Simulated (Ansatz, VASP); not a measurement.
MgS, level by level in two programs

```
S Mg
1.0
     0.00000    2.87040    2.87040
     2.87040    0.00000    2.87040
     2.87040    2.87040    0.00000
S Mg
1 1
Direct
  0.25000 0.25000 0.25000
  0.00000 0.00000 0.00000
```

Single points on this cell with VASP 6.6.1 and Ansatz 0.2.0. Each row is one pair of runs. Alike in all rows: spin: off; smearing: fermi-dirac, width 0.05 eV.

| level | k mesh | VASP's potentials, cutoff | Ansatz's potentials, cutoff | gap on the k mesh at the Fermi level (eV), VASP | gap on the k mesh at the Fermi level (eV), Ansatz | least direct gap on the mesh (eV), VASP | least direct gap on the mesh (eV), Ansatz | pressure (GPa), VASP | pressure (GPa), Ansatz |
| --- | --- | --- | --- | --- | --- | --- | --- | --- | --- |
| LDA | 8 × 8 × 8 | VASP PAW LDA potentials, release 64 (S, Mg), 520 eV | Ansatz PAW, 420 eV | ? | 2.98 | ? | 2.98 | ? | -4.1 |
| r2SCAN | 8 × 8 × 8 | VASP PAW PBE potentials, release 64 (S, Mg), 520 eV | Ansatz PAW, 500 eV | 3.91 | 3.92 | 3.91 | 3.92 | -2.6 | -2.3 |
| HSE06 | 6 × 6 × 6 | VASP PAW PBE potentials, release 64 (S, Mg), 520 eV | Ansatz PAW, 420 eV | 4.29 | 4.31 | 4.29 | 4.31 | -2.4 | -2.2 |
| PBE0 | 6 × 6 × 6 | VASP PAW PBE potentials, release 64 (S, Mg), 520 eV | Ansatz PAW, 420 eV | 4.98 | 4.99 | 4.98 | 4.99 | -2.5 | -2.3 |

Task: Fill in what VASP gave in row 1.

Result: gap on the k mesh at the Fermi level (eV): 2.99; least direct gap on the mesh (eV): 2.99; pressure (GPa): -4.4.

VASP's potentials hold 8 valence electrons a cell and Ansatz's 16, so a difference there can come from the potentials and not from the codes.
